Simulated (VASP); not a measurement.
Zn3CdO, 5 atoms in the cell. It takes space group Cmmm (No. 65, orthorhombic). Conventional cell: a = 5.536 Å, b = 6.024 Å, c = 5.198 Å, α = 90.00°, β = 90.00°, γ = 90.00°. Zn (site symmetry 2/m) has 2 Zn at 2.05 Å within 2.7 Å. Zn (site symmetry mmm) has 4 Zn at 2.05 Å and 2 O at 2.60 Å within 2.7 Å. Within 3.6 Å of Cd (site symmetry mmm) lie 4 O at 2.77 to 3.01 Å and 8 Zn at 3.31 Å. O (site symmetry mmm) has 10 Zn at 2.60 to 3.31 Å and 4 Cd at 2.77 to 3.01 Å within 3.4 Å. 

| Item | Value |
| --- | --- |
| Program | VASP 6.6.1 |
| Task | single point |
| Functional | PBE |
| Potentials or basis | VASP PAW PBE potentials, release 64 (Zn, Cd, O) |
| Cutoff | 520 eV |
| k mesh | 4 × 4 × 4 |
| Occupations | gaussian, width 0.1 eV |
| Spin | no spin polarisation |
| Dipole correction | no |
| Further INCAR settings | ALGO = Normal; EDIFF = 1e-06; NBANDS = 35 |

Potentials or basis: VASP PAW PBE potentials, release 64 (Zn, Cd, O).

Command:

```bash
$ cat potpaw_PBE.64/Zn/POTCAR potpaw_PBE.64/Cd/POTCAR potpaw_PBE.64/O/POTCAR > POTCAR
$ mpirun -np 1 vasp_std > vasp.out
```

Hardware: 1 thread of Intel(R) Xeon(R) Platinum 8375C CPU @ 2.90GHz (Ice Lake), on a shared host.

Task: How long does it take, and how much memory?

Result: It took 73 s on 1 thread of Intel(R) Xeon(R) Platinum 8375C CPU @ 2.90GHz (Ice Lake) (shared host), peak memory 0.21 GiB. Counts: scf iterations 16, k points 21.
